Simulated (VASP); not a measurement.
# Si4O7 (a cell with a defect) in VASP: notebook, part 2 of 3

VASP 6.6.1.

### 3 Single point, PBE

Contents of INCAR:

```
SYSTEM = Si4O7
PREC = Accurate ; ENCUT = 520
EDIFF = 1E-6 ; ISMEAR = 0
SIGMA = 0.05 ; LREAL = .False.
LASPH = .True. ; NELM = 80
ALGO = Normal ; ISIF = 2
LWAVE = .False. ; LCHARG = .False.
GGA = PE ; NBANDS = 40
```

Contents of KPOINTS:

```
regular mesh
0
Gamma
  4 4 4
  0 0 0
```

Contents of POSCAR:

```
Si4O7
1.0
    5.0799801732      0.0000000000      0.0000000000
    0.0000000000      5.0799801732      0.0000000000
    0.0000000000      0.0000000000      7.0914769300
Si O
4 7
Direct
    0.2944292339      0.2944292339      0.0000000000
    0.2055707661      0.7944292339      0.2500000000
    0.7055707661      0.7055707661      0.5000000000
    0.7944292339      0.2055707661      0.7500000000
    0.4053663613      0.7409644515      0.4248320116
    0.7590355485      0.9053663613      0.6748320116
    0.5946336387      0.2590355485      0.9248320116
    0.7409644515      0.4053663613      0.5751679884
    1.0422575145      1.0701332525      0.2638456334
    0.2590355485      0.5946336387      0.0751679884
    0.0946336387      0.2409644515      0.8251679884
```

Potentials or basis: VASP PAW PBE potentials, release 64 (Si, O).

Command:

```console
> cat potpaw_PBE.64/Si/POTCAR potpaw_PBE.64/O/POTCAR > POTCAR
> mpirun -np 1 vasp_std > vasp.out
```

OUTCAR:

```text
SYSTEM = Si4O7
   PREC = Accurate
   ENCUT = 520
   EDIFF = 1E-6
   ISMEAR = 0
   LREAL = .False.
   LASPH = .True.
   NELM = 80
   ISIF = 2
   GGA = PE

 ion  position               nearest neighbor table
   1  0.294  0.294  0.000-  11 1.63  10 1.63   7 1.63   9 2.54   2 3.13   4 3.13   2 3.13   4 3.13

   2  0.206  0.794  0.250-   5 1.63  10 1.63   9 1.63   3 3.13   1 3.13   1 3.13   3 3.13
   3  0.706  0.706  0.500-   6 1.63   5 1.63   8 1.63   4 3.13   2 3.13   4 3.13   2 3.13
   4  0.794  0.206  0.750-   7 1.63   8 1.63   6 1.63  11 1.63   1 3.13   3 3.13   3 3.13   1 3.13

   5  0.405  0.741  0.425-   2 1.63   3 1.63
   6  0.759  0.905  0.675-   3 1.63   4 1.63
   7  0.595  0.259  0.925-   4 1.63   1 1.63
   8  0.741  0.405  0.575-   4 1.63   3 1.63
   9  0.042  0.070  0.264-   2 1.63   1 2.54
  10  0.259  0.595  0.075-   2 1.63   1 1.63
  11  0.095  0.241  0.825-   1 1.63   4 1.63

  LATTYP: Found a simple tetragonal cell.
 ALAT       =     5.0799801732
 C/A-ratio  =     1.3959654739

  Lattice vectors:

 A1 = (   5.0799801732,   0.0000000000,   0.0000000000)
 A2 = (   0.0000000000,   5.0799801732,   0.0000000000)
 A3 = (   0.0000000000,   0.0000000000,   7.0914769300)

Analysis of symmetry for initial positions (statically):
=====================================================================
 Subroutine PRICEL returns:
 Original cell was already a primitive cell.

 Routine SETGRP: Setting up the symmetry group for a
 simple tetragonal supercell.

 Subroutine GETGRP returns: Found  1 space group operations
 (whereof  1 operations were pure point group operations)
 out of a pool of 16 trial point group operations.

The static configuration has the point symmetry C_1 .

Analysis of symmetry for dynamics (positions and initial velocities):
=====================================================================
 Subroutine PRICEL returns:
 Original cell was already a primitive cell.

 Routine SETGRP: Setting up the symmetry group for a
 simple tetragonal supercell.

 Subroutine GETGRP returns: Found  1 space group operations
 (whereof  1 operations were pure point group operations)
 out of a pool of 16 trial point group operations.

The dynamic configuration has the point symmetry C_1 .

 Subroutine INISYM returns: Found  1 space group operations
 (whereof  1 operations are pure point group operations),
 and found     1 'primitive' translations

----------------------------------------------------------------------------------------

                                     Primitive cell

  volume of cell :     183.0041

  direct lattice vectors                    reciprocal lattice vectors
     5.079980173  0.000000000  0.000000000     0.196851162  0.000000000  0.000000000
     0.000000000  5.079980173  0.000000000     0.000000000  0.196851162  0.000000000
     0.000000000  0.000000000  7.091476930     0.000000000  0.000000000  0.141014349

  length of vectors
     5.079980173  5.079980173  7.091476930     0.196851162  0.196851162  0.141014349
[... 61 lines left out ...]
  0.250000  0.250000  0.000000      2.000000
[... 16 lines left out ...]
 -0.250000  0.500000  0.250000      2.000000
  0.500000 -0.250000  0.250000      2.000000
 [... further k-points ...]
   k-points           NKPTS =     36   k-points in BZ     NKDIM =     36   number of bands    NBANDS=     40
   number of dos      NEDOS =    301   number of ions     NIONS =     11
   total plane-waves  NPLWV =  86400
   dimension x,y,z NGX =    40 NGY =   40 NGZ =   54
   dimension x,y,z NGXF=    80 NGYF=   80 NGZF=  108
   ions per type =               4   7
   NGX,Y,Z   is equivalent  to a cutoff of  13.09, 13.09, 12.66 a.u.
   NGXF,Y,Z  is equivalent  to a cutoff of  26.18, 26.18, 25.32 a.u.
 SYSTEM =  Si4O7
   PREC   = accura    normal or accurate (medium, high low for compatibility)
   ISTART =      0    job   : 0-new  1-cont  2-samecut
   ICHARG =      2    charge: 1-file 2-atom 10-const
   ISPIN  =      1    spin polarized calculation?
   LNONCOLLINEAR =      F non collinear calculations
   LSORBIT =      F    spin-orbit coupling
   LASPH  =      T    aspherical Exc in radial PAW
   ENCUT  =  520.0 eV  38.22 Ry    6.18 a.u.   9.45  9.45 13.19*2*pi/ulx,y,z
   NELM   =     80;   NELMIN=  2; NELMDL= -5     # of ELM steps
   EDIFF  = 0.1E-05   stopping-criterion for ELM
   LREAL  =      F    real-space projection
   EDIFFG = 0.1E-04   stopping-criterion for IOM
   NSW    =      0    number of steps for IOM
   IBRION =     -1    ionic relax: 0-MD 1-quasi-New 2-CG
   NFREE  =      0    steps in history (QN), initial steepest desc. (CG)
   ISIF   =      2    stress and relaxation
   ISYM   =      2    0-nonsym 1-usesym 2-fastsym
   POTIM  = 0.5000    time-step for ionic-motion
   TEBEG  =    0.0;   TEEND  =   0.0 temperature during run
   PSTRESS=    0.0 pullay stress
   NELECT =      58.0000    total number of electrons
   NUPDOWN=      -1.0000    fix difference up-down
   EMIN   =  10.00;   EMAX   =-10.00  energy-range for DOS
   EFERMI =   0.00;   METHOD = LEGACY
   ISMEAR =     0;   SIGMA  =   0.05  broadening in eV -4-tet -1-fermi 0-gaus
   EFERMI_NEDOS =   21; number of points for ismear=-14 and -15
   IALGO  =     38    algorithm
   IMIX   =      4    mixing-type and parameters
     AMIX     =   0.40;   BMIX     =  1.00
     AMIX_MAG =   1.60;   BMIX_MAG =  1.00
  volume/ion in A,a.u.               =      16.64       112.27
  Fermi-wavevector in a.u.,A,eV,Ry     =   1.116171  2.109257 16.950639  1.245837
  Thomas-Fermi vector in A             =   2.252782
   LORBIT       =      0    0 simple, 1 ext, 2 COOP (PROOUT), +10 PAW based schemes
   GGA     = PE    functional components
   LHFCALC =     F    Hartree Fock is set to
   AEXX    =    0.0000 exact exchange contribution
   IVDW    =     0    specifies the selected vdW correction
   LEPSILON=     F    determine dielectric tensor
   LRPA    =     F    only Hartree local field effects (RPA)
 non-spin polarized calculation
 Gauss-broadening in eV      SIGMA  =   0.05
  energy-cutoff  :      520.00
  volume of cell :      183.00
 maximum number of plane-waves:      4954
 NGX is ok and might be reduce to    40
   NGX = 19   NGY = 19   NGZ = 27

 number of electron      57.9999986 magnetization

 Free energy of the ion-electron system (eV)
  ---------------------------------------------------
  ext. energy  EPLUGINS =         0.00000000
  ---------------------------------------------------
  free energy    TOTEN  =       -80.00711207 eV

  energy without entropy =      -80.00711195  energy(sigma->0) =      -80.00711201

 E-fermi :   2.6853     XC(G=0):  -8.0313

 val. band max:        2.5366993197   @ k =   0.5000   0.5000   0.5000
 cond. band min:       2.8339486575   @ k =   0.0000   0.0000   0.5000
 fundamental gap:      0.2972493378
 Fermi energy:         2.6853248856

 k-point     1 :       0.0000    0.0000    0.0000
  band No.  band energies     occupation
      1     -19.8198      2.00000
      2     -19.0909      2.00000
      3     -18.8887      2.00000
      4     -18.1856      2.00000
      5     -18.1134      2.00000
      6     -17.7441      2.00000
[... 1021 lines left out ...]
     39       9.5085      0.00000
     40       9.7402      0.00000

 [... further k-points ...]

------------------------ aborting loop because EDIFF is reached ----------------------------------------

  FORCE on cell =-STRESS in cart. coord.  units (eV):
  Direction    XX          YY          ZZ          XY          YZ          ZX
  --------------------------------------------------------------------------------------
  -------------------------------------------------------------------------------------
  Total       -2.5853726     -0.4676125     -2.2592412     -0.2351994      0.9402290      4.2473545
  in kB      -22.6346087     -4.0938879    -19.7793700     -2.0591412      8.2315855     37.1850499
  external PRESSURE =     -15.5026222 kB  Pullay stress =       0.0000000 kB

 VOLUME and BASIS-vectors are now :
 -----------------------------------------------------------------------------
  energy-cutoff  :      520.00
  volume of cell :      183.00
      direct lattice vectors                 reciprocal lattice vectors
     5.079980173  0.000000000  0.000000000     0.196851162  0.000000000  0.000000000
     0.000000000  5.079980173  0.000000000     0.000000000  0.196851162  0.000000000
     0.000000000  0.000000000  7.091476930     0.000000000  0.000000000  0.141014349

 POSITION                                       TOTAL-FORCE (eV/Angst)
 -----------------------------------------------------------------------------------
      1.49569      1.49569      0.00000        -0.767562     -0.935174      0.552789
      1.04430      4.03568      1.77287        -2.617403      0.875221      2.030046
      3.58429      3.58429      3.54574         2.280093      0.149961     -1.288068
      4.03568      1.04430      5.31861         0.072539     -0.324427     -0.747427
      2.05925      3.76408      3.01269        -0.365172      0.088801     -0.591026
      3.85589      4.59924      4.78556        -0.156067      0.289964      0.701329
      3.02073      1.31590      6.55842        -0.351531      0.073875      0.492491
      3.76408      2.05925      4.07879        -0.253324     -0.418797      0.590069
      0.21467      0.35628      1.87106         1.980094     -0.782037     -2.167056
      1.31590      3.02073      0.53305        -0.063719      0.954440      0.234441
      0.48074      1.22409      5.85166         0.242052      0.028174      0.192412
 -----------------------------------------------------------------------------------
    total drift:                               -0.000056      0.000180     -0.000031

  FREE ENERGIE OF THE ION-ELECTRON SYSTEM (eV)
  ---------------------------------------------------
  free  energy   TOTEN  =       -80.0071120739 eV

  energy  without entropy=      -80.0071119456  energy(sigma->0) =      -80.00711201
```

Wall time 7.9 min (1 thread of Intel Xeon 8259CL, shared host); peak memory 0.38 GiB.

Results:

```
Free energy            : -80.0071 eV
Pressure               : -1.6 GPa
Largest force          : 3.426 eV/Å
Band gap on the k mesh : 0.30 eV
```

Forces in eV/Å, atoms in the order of the input:
```
Si  -0.768 -0.935  0.553
Si  -2.617  0.875  2.030
Si   2.280  0.150 -1.288
Si   0.073 -0.324 -0.747
O   -0.365  0.089 -0.591
O   -0.156  0.290  0.701
O   -0.352  0.074  0.492
O   -0.253 -0.419  0.590
O    1.980 -0.782 -2.167
O   -0.064  0.954  0.234
O    0.242  0.028  0.192
```

Stress tensor (GPa, compression positive):
```
-2.26 -0.21  3.72
-0.21 -0.41  0.82
 3.72  0.82 -1.98
```

Levels at points of the mesh, in eV from the valence-band top:
| k point | band 27 | band 28 | band 29 | band 30 | band 31 | band 32 |
| --- | --- | --- | --- | --- | --- | --- |
| (0.00, 0.00, 0.00) | -3.59 | -2.96 | -1.36 | 0.49 | 3.48 | 3.91 |
| (0.50, 0.00, 0.00) | -3.57 | -3.04 | -0.32 | 0.51 | 2.50 | 4.08 |
| (0.00, 0.50, 0.00) | -3.85 | -3.02 | -0.66 | 0.66 | 2.65 | 3.75 |
| (0.50, 0.50, 0.00) | -3.87 | -3.00 | -0.13 | 1.08 | 2.64 | 2.95 |
| (0.00, 0.00, 0.50) | -3.58 | -3.06 | -0.97 | 0.30 | 3.12 | 3.67 |
| (0.50, 0.00, 0.50) | -3.60 | -2.99 | -0.56 | 0.72 | 2.53 | 4.14 |
| (0.00, 0.50, 0.50) | -3.73 | -2.99 | -0.84 | 0.86 | 2.67 | 3.80 |
| (0.50, 0.50, 0.50) | -3.79 | -3.05 | 0.00 | 1.00 | 2.64 | 2.94 |

Caveat: the cell differs from its parent crystal (atoms taken out, atom 9 moved 0.625 of the way to it and +0.675 Å across, host rigid); semilocal functionals underestimate gaps, and a narrow one can read as zero.

[end of part 2 of 3]
